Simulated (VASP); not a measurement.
## BeCd2Se3: single point with PBE

Crystal: BeCd2Se3.

```
Be Cd Se
1.0
     6.74881    0.00000    0.00000
    -3.37440    5.84464    0.00000
     0.00000    0.00000    4.07410
Be Cd Se
1 2 3
Direct
  0.00000 0.00000 0.00000
  0.33333 0.66667 0.00000
  0.66667 0.33333 0.00000
  0.50000 0.00000 0.50000
  0.50000 0.50000 0.50000
  0.00000 0.50000 0.50000
```

```yaml
Program: VASP 6.6.1
Task: single point
Functional: PBE
Potentials_or_basis: VASP PAW PBE potentials, release 64 (Be, Cd, Se)
Cutoff: 520 eV
k_mesh: 3 × 3 × 6
Occupations: gaussian, width 0.1 eV
Spin: no spin polarisation
```

```
Pressure               : 0.2 GPa
Band gap on the k mesh : zero (band 22 reaches 1.97 eV, above the bottom of band 23 at 1.47 eV)
```

Stress tensor (GPa, compression positive):
```
-0.02  0.00  0.00
 0.00 -0.02  0.00
 0.00  0.00  0.57
```

Levels at points of the mesh, in eV from the Fermi level:
| k point | band 18 | band 19 | band 20 | band 21 | band 22 | band 23 | band 24 | band 25 | band 26 | band 27 |
| --- | --- | --- | --- | --- | --- | --- | --- | --- | --- | --- |
| (0.00, 0.00, 0.00) | -1.67 | -0.56 | -0.56 | -0.05 | 0.09 | 0.09 | 0.09 | 3.42 | 3.42 | 3.51 |
| (0.00, 0.00, 0.50) | -2.42 | -2.42 | -1.31 | -0.10 | 0.32 | 0.62 | 0.62 | 1.57 | 1.59 | 1.59 |

Wall time 34 s on 1 thread of AMD EPYC 9R45 96-Core Processor (Zen 5), with other jobs on the host, peak memory 0.24 GiB.
